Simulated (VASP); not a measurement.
# Lu (P6_3/mmc) in VASP: single point with PBEsol

Aim: the single point of Lu with PBEsol.

All numbers are computed with VASP 6.6.1; they aren't measurements. Logs are shortened: lines on timing, memory, paths and dates and some standing lists are left out, and cuts for length are marked.

**1. The cell of the first run**

The structure is hexagonal, space group P6_3/mmc (No. 194). The conventional cell has a = 3.443 Å, b = 3.443 Å, c = 5.367 Å, α = 90.00°, β = 90.00°, γ = 120.00°. Within 4.4 Å of Lu (site symmetry -6m2) lie 12 Lu at 3.34 to 3.44 Å.

**2. Single point, PBEsol**

INCAR reads:

```
SYSTEM = Lu
PREC = Accurate ; ENCUT = 520
EDIFF = 1E-7 ; ISMEAR = -1
SIGMA = 0.1 ; LREAL = .False.
LASPH = .True. ; NELM = 60
ALGO = Normal ; ISIF = 2
LWAVE = .False. ; LCHARG = .False.
GGA = PS ; NBANDS = 32
```

KPOINTS reads:

```
Automatic mesh
0
Gamma
  15 15 9
  0 0 0
```

POSCAR reads:

```
Lu
1.0
    3.4433491055      0.0000000000      0.0000000000
   -1.7216745528      2.9820277995      0.0000000000
    0.0000000000      0.0000000000      5.3666572416
Lu
2
Direct
    0.3333333333      0.6666666667      0.2500000000
    0.6666666667      0.3333333333      0.7500000000
```

Potentials or basis: VASP PAW PBE potentials, release 64 (Lu).

Launch:

```console
$ cat potpaw_PBE.64/Lu/POTCAR > POTCAR
$ mpirun -np 1 vasp_std > vasp.out
```

OUTCAR:

```text
SYSTEM = Lu
   PREC = Accurate
   ENCUT = 520
   EDIFF = 1E-7
   ISMEAR = -1
   LREAL = .False.
   LASPH = .True.
   NELM = 60
   ISIF = 2
   GGA = PS

 ion  position               nearest neighbor table
   1  0.333  0.667  0.250-   2 3.34   2 3.34   2 3.34   2 3.34   2 3.34   2 3.34
   2  0.667  0.333  0.750-   1 3.34   1 3.34   1 3.34   1 3.34   1 3.34   1 3.34

  LATTYP: Found a hexagonal cell.
 ALAT       =     3.4433491055
 C/A-ratio  =     1.5585574036

  Lattice vectors:

 A1 = (   3.4433491055,   0.0000000000,   0.0000000000)
 A2 = (  -1.7216745528,   2.9820277995,   0.0000000000)
 A3 = (   0.0000000000,   0.0000000000,   5.3666572416)

Analysis of symmetry for initial positions (statically):
=====================================================================
 Subroutine PRICEL returns:
 Original cell was already a primitive cell.

 Routine SETGRP: Setting up the symmetry group for a
 hexagonal supercell.

 Subroutine GETGRP returns: Found 24 space group operations
 (whereof 12 operations were pure point group operations)
 out of a pool of 24 trial point group operations.

The static configuration has the point symmetry D_3d.
 The point group associated with its full space group is D_6h.

Analysis of symmetry for dynamics (positions and initial velocities):
=====================================================================
 Subroutine PRICEL returns:
 Original cell was already a primitive cell.

 Routine SETGRP: Setting up the symmetry group for a
 hexagonal supercell.

 Subroutine GETGRP returns: Found 24 space group operations
 (whereof 12 operations were pure point group operations)
 out of a pool of 24 trial point group operations.

The dynamic configuration has the point symmetry D_3d.
 The point group associated with its full space group is D_6h.

 Subroutine INISYM returns: Found 24 space group operations
 (whereof 12 operations are pure point group operations),
 and found     1 'primitive' translations

----------------------------------------------------------------------------------------

                                     Primitive cell

  volume of cell :      55.1057

  direct lattice vectors                    reciprocal lattice vectors
     3.443349105  0.000000000  0.000000000     0.290414933  0.167671140  0.000000000
    -1.721674553  2.982027799  0.000000000     0.000000000  0.335342280  0.000000000
     0.000000000  0.000000000  5.366657242     0.000000000  0.000000000  0.186335731

  length of vectors
     3.443349105  3.443349106  5.366657242     0.335342280  0.335342280  0.186335731

  position of ions in fractional coordinates (direct lattice)
     0.333333333  0.666666667  0.250000000
     0.666666667  0.333333333  0.750000000

  ion indices of the primitive-cell ions
   primitive index   ion index
                 1           1
                 2           2

----------------------------------------------------------------------------------------

 KPOINTS: Automatic mesh

Automatic generation of k-mesh.
 Grid dimensions read from file:
 generate k-points for:   15   15    9

 Generating k-lattice:

  Cartesian coordinates                     Fractional coordinates (reciprocal lattice)
     0.019360996  0.011178076  0.000000000     0.066666667  0.000000000  0.000000000
     0.000000000  0.022356152  0.000000000     0.000000000  0.066666667  0.000000000
     0.000000000  0.000000000  0.020703970     0.000000000  0.000000000  0.111111111

  Length of vectors
     0.022356152  0.022356152  0.020703970

  Shift w.r.t. Gamma in fractional coordinates (k-lattice)
     0.000000000  0.000000000  0.000000000

 Subroutine IBZKPT returns following result:
 ===========================================

 Found    135 irreducible k-points:

 Following reciprocal coordinates:
            Coordinates               Weight
  0.000000  0.000000  0.000000      1.000000
  0.066667  0.000000  0.000000      6.000000
  0.133333 -0.000000  0.000000      6.000000
  0.200000  0.000000  0.000000      6.000000
  0.266667 -0.000000  0.000000      6.000000
  0.333333  0.000000  0.000000      6.000000
[... 16 lines left out ...]
  0.333333  0.200000  0.000000     12.000000
  0.400000  0.200000  0.000000      6.000000
 [... further k-points ...]
   k-points           NKPTS =    135   k-points in BZ     NKDIM =    135   number of bands    NBANDS=     32
   number of dos      NEDOS =    301   number of ions     NIONS =      2
   total plane-waves  NPLWV =  31360
   dimension x,y,z NGX =    28 NGY =   28 NGZ =   40
   dimension x,y,z NGXF=    56 NGYF=   56 NGZF=   80
   ions per type =               2
   NGX,Y,Z   is equivalent  to a cutoff of  13.52, 13.52, 12.39 a.u.
   NGXF,Y,Z  is equivalent  to a cutoff of  27.04, 27.04, 24.78 a.u.
 SYSTEM =  Lu
   PREC   = accura    normal or accurate (medium, high low for compatibility)
   ISTART =      0    job   : 0-new  1-cont  2-samecut
   ICHARG =      2    charge: 1-file 2-atom 10-const
   ISPIN  =      1    spin polarized calculation?
   LNONCOLLINEAR =      F non collinear calculations
   LSORBIT =      F    spin-orbit coupling
   LASPH  =      T    aspherical Exc in radial PAW
   ENCUT  =  520.0 eV  38.22 Ry    6.18 a.u.   6.40  6.40  9.98*2*pi/ulx,y,z
   NELM   =     60;   NELMIN=  2; NELMDL= -5     # of ELM steps
   EDIFF  = 0.1E-06   stopping-criterion for ELM
   LREAL  =      F    real-space projection
   EDIFFG = 0.1E-05   stopping-criterion for IOM
   NSW    =      0    number of steps for IOM
   IBRION =     -1    ionic relax: 0-MD 1-quasi-New 2-CG
   NFREE  =      0    steps in history (QN), initial steepest desc. (CG)
   ISIF   =      2    stress and relaxation
   ISYM   =      2    0-nonsym 1-usesym 2-fastsym
   POTIM  = 0.5000    time-step for ionic-motion
   TEBEG  =    0.0;   TEEND  =   0.0 temperature during run
   PSTRESS=    0.0 pullay stress
   NELECT =      50.0000    total number of electrons
   NUPDOWN=      -1.0000    fix difference up-down
   EMIN   =  10.00;   EMAX   =-10.00  energy-range for DOS
   EFERMI =   0.00;   METHOD = LEGACY
   ISMEAR =    -1;   SIGMA  =   0.10  broadening in eV -4-tet -1-fermi 0-gaus
   EFERMI_NEDOS =   21; number of points for ismear=-14 and -15
   IALGO  =     38    algorithm
   IMIX   =      4    mixing-type and parameters
     AMIX     =   0.40;   BMIX     =  1.00
     AMIX_MAG =   1.60;   BMIX_MAG =  1.00
  volume/ion in A,a.u.               =      27.55       185.94
  Fermi-wavevector in a.u.,A,eV,Ry     =   1.584891  2.995009 34.176179  2.511878
  Thomas-Fermi vector in A             =   2.684439
   LORBIT       =      0    0 simple, 1 ext, 2 COOP (PROOUT), +10 PAW based schemes
   GGA     = PS    functional components
   LHFCALC =     F    Hartree Fock is set to
   AEXX    =    0.0000 exact exchange contribution
   IVDW    =     0    specifies the selected vdW correction
   LEPSILON=     F    determine dielectric tensor
   LRPA    =     F    only Hartree local field effects (RPA)
 non-spin polarized calculation
  energy-cutoff  :      520.00
  volume of cell :       55.11
 maximum number of plane-waves:      1504
 NGX is ok and might be reduce to    28
   NGX = 13   NGY = 13   NGZ = 19

 number of electron      50.0000023 magnetization

 Free energy of the ion-electron system (eV)
  ---------------------------------------------------
  ext. energy  EPLUGINS =         0.00000000
  ---------------------------------------------------
  free energy    TOTEN  =        -9.95412063 eV

  energy without entropy =       -9.85241971  energy(sigma->0) =       -9.90327017

 E-fermi :   2.2865     XC(G=0): -11.0459

 val. band max:        2.2791034426   @ k =   0.3333   0.1333   0.2222
 cond. band min:       2.2876807861   @ k =   0.3333   0.0667   0.1111
 fundamental gap:      0.0085773434
 Fermi energy:         2.2864655323

 k-point     1 :       0.0000    0.0000    0.0000
  band No.  band energies     occupation
      1     -53.7629      2.00000
      2     -53.7160      2.00000
      3     -24.7789      2.00000
      4     -24.2560      2.00000
      5     -24.2560      2.00000
      6     -24.1532      2.00000
[... 24 lines left out ...]
     31       5.8240      0.00000
     32       5.8240      0.00000

 k-point     2 :       0.0667    0.0000    0.0000
  band No.  band energies     occupation
      1     -53.7615      2.00000
      2     -53.7156      2.00000
      3     -24.7702      2.00000
      4     -24.2731      2.00000
      5     -24.2620      2.00000
      6     -24.1715      2.00000
[... 24 lines left out ...]
     31       5.6544      0.00000
     32       5.7045      0.00000

 k-point     3 :       0.1333   -0.0000    0.0000
  band No.  band energies     occupation
      1     -53.7577      2.00000
      2     -53.7144      2.00000
      3     -24.7451      2.00000
      4     -24.3216      2.00000
      5     -24.2786      2.00000
      6     -24.2224      2.00000
[... 24 lines left out ...]
     31       5.5856      0.00000
     32       5.7065      0.00000

 k-point     4 :       0.2000    0.0000    0.0000
  band No.  band energies     occupation
      1     -53.7519      2.00000
      2     -53.7129      2.00000
      3     -24.7055      2.00000
      4     -24.3934      2.00000
      5     -24.3021      2.00000
      6     -24.2953      2.00000
[... 24 lines left out ...]
     31       6.0245      0.00000
     32       6.1986      0.00000

 k-point     5 :       0.2667   -0.0000    0.0000
  band No.  band energies     occupation
      1     -53.7448      2.00000
      2     -53.7114      2.00000
      3     -24.6553      2.00000
      4     -24.4762      2.00000
      5     -24.3760      2.00000
      6     -24.3283      2.00000
[... 584 lines left out ...]
     31       7.2081      0.00000
     32       8.1788      0.00000

 k-point    22 :       0.2667    0.2000    0.0000
  band No.  band energies     occupation
      1     -53.7294      2.00000
      2     -53.7107      2.00000
      3     -24.5656      2.00000
      4     -24.5316      2.00000
      5     -24.5136      2.00000
      6     -24.3871      2.00000
[... 24 lines left out ...]
     31       7.6456      0.00000
     32       8.9440      0.00000

 k-point    23 :       0.3333    0.2000    0.0000
  band No.  band energies     occupation
      1     -53.7243      2.00000
      2     -53.7117      2.00000
      3     -24.6028      2.00000
      4     -24.5116      2.00000
      5     -24.4830      2.00000
      6     -24.4284      2.00000
[... 24 lines left out ...]
     31       7.9265      0.00000
     32       8.9927      0.00000

 k-point    24 :       0.4000    0.2000    0.0000
  band No.  band energies     occupation
      1     -53.7221      2.00000
      2     -53.7125      2.00000
      3     -24.6158      2.00000
      4     -24.5045      2.00000
      5     -24.4593      2.00000
      6     -24.4498      2.00000
[... 24 lines left out ...]
     31       8.0689      0.00000
     32       8.8166      0.00000

 [... further k-points ...]
[... 5 lines left out ...]
  --------------------------------------------------------------------------------------
  -------------------------------------------------------------------------------------
  Total        0.0451033      0.0451033      0.0499097     -0.0000000     -0.0000000      0.0000000
  in kB        1.3113620      1.3113620      1.4511050     -0.0000000     -0.0000000      0.0000000
  external PRESSURE =       1.3579430 kB  Pullay stress =       0.0000000 kB

 VOLUME and BASIS-vectors are now :
 -----------------------------------------------------------------------------
  energy-cutoff  :      520.00
  volume of cell :       55.11
      direct lattice vectors                 reciprocal lattice vectors
     3.443349105  0.000000000  0.000000000     0.290414933  0.167671140  0.000000000
    -1.721674553  2.982027799  0.000000000     0.000000000  0.335342280  0.000000000
     0.000000000  0.000000000  5.366657242     0.000000000  0.000000000  0.186335731

 POSITION                                       TOTAL-FORCE (eV/Angst)
 -----------------------------------------------------------------------------------
     -0.00000      1.98802      1.34166         0.000000     -0.000000      0.000000
      1.72167      0.99401      4.02499        -0.000000      0.000000      0.000000
 -----------------------------------------------------------------------------------
    total drift:                               -0.000000      0.000000     -0.000000

  FREE ENERGIE OF THE ION-ELECTRON SYSTEM (eV)
  ---------------------------------------------------
  free  energy   TOTEN  =        -9.9541206328 eV

  energy  without entropy=       -9.8524197122  energy(sigma->0) =       -9.90327017
```

It took 2.3 min on 1 thread of Intel Xeon 6975P-C (Granite Rapids), shared host; peak memory 0.31 GiB.

What came out:

```
Free energy            : -9.9541 eV
Pressure               : 0.1 GPa
Band gap on the k mesh : zero (band 25 reaches 3.36 eV, above the bottom of band 26 at 1.64 eV)
```

Caveat: the PAW data sets were made with another functional, which shifts forces and pressure a little; spin-orbit coupling is left out, which moves the levels of the heavy elements.
